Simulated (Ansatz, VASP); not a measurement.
## One calculation of AlN, two programs

```xyz
2
Lattice="0.0000 2.0189 2.0189 2.0189 0.0000 2.0189 2.0189 2.0189 0.0000" Properties=species:S:1:pos:R:3 pbc="T T T"
Al    0.0000    0.0000    0.0000
N     2.0189    2.0189    2.0189
```

Alike in both runs: task single point; functional PBEsol; k mesh 8 × 8 × 8; no spin polarisation.

|  | VASP | Ansatz |
| --- | --- | --- |
| version | VASP 6.6.1 | Ansatz 0.2.0 |
| potentials or method | VASP PAW PBE potentials, release 64 (Al, N) | plane waves |
| plane-wave cutoff (eV) | 600 | 420 |
| occupations | methfessel-paxton of order 1, width 0.001 eV | cold, width 0.001 eV |
| valence electrons in the cell | 8 | 8 |

|  | VASP | Ansatz | Ansatz less VASP |
| --- | --- | --- | --- |
| gap on the k mesh at the Fermi level (eV) | 4.59 | 4.60 | +0.005 |
| pressure (GPa) | 1.2 | 1.5 | +0.24 |

VASP's potentials were made for PBE, not for PBEsol.
